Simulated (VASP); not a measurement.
## Si2Ni (a.f): single point with PBEsol

Crystal: Si2Ni (a.f).

```
Ni Si
1.0
     0.00000    2.69561    2.69561
     2.69561    0.00000    2.69561
     2.69561    2.69561    0.00000
Ni Si
1 2
Direct
  0.00000 0.00000 0.00000
  0.25000 0.25000 0.25000
  0.75000 0.75000 0.75000
```

| Property | Result |
| --- | --- |
| Program | VASP 6.6.1 |
| Task | single point |
| Functional | PBEsol |
| Potentials or basis | VASP PAW PBE potentials, release 64 (Ni, Si) |
| Cutoff | 600 eV |
| k mesh | 14 × 14 × 14 |
| Occupations | gaussian, width 0.1 eV |
| Spin | no spin polarisation |
| Dipole correction | no |
| Further INCAR settings | ALGO = Normal; EDIFF = 1e-06; NBANDS = 16 |

| Quantity | Value |
| --- | --- |
| Pressure | 0.1 GPa |
| Band gap on the k mesh | zero (band 9 reaches 12.21 eV, above the bottom of band 10 at 10.08 eV) |

Levels at points of the mesh, in eV from the Fermi level:
```csv
k point,band 5,band 6,band 7,band 8,band 9,band 10,band 11,band 12,band 13,band 14
"(0.00, 0.00, 0.00)",-3.61,-3.61,-0.25,1.68,1.68,1.68,2.19,2.19,2.19,4.68
"(0.50, 0.00, 0.00)",-3.82,-3.42,-3.42,-1.51,-1.51,1.71,1.77,1.77,2.61,9.16
"(0.50, 0.50, 0.00)",-4.61,-3.71,-3.71,-3.54,-3.20,-0.45,1.28,7.71,8.33,8.33
```

It took 120 s on 1 thread of Intel Xeon 8259CL, with other jobs on the host, peak memory 0.22 GiB.

Caveat: the PAW data sets were made with another functional, which shifts forces and pressure a little. Spin polarisation is off, so any magnetic state and its effect on volume and gap are missing.
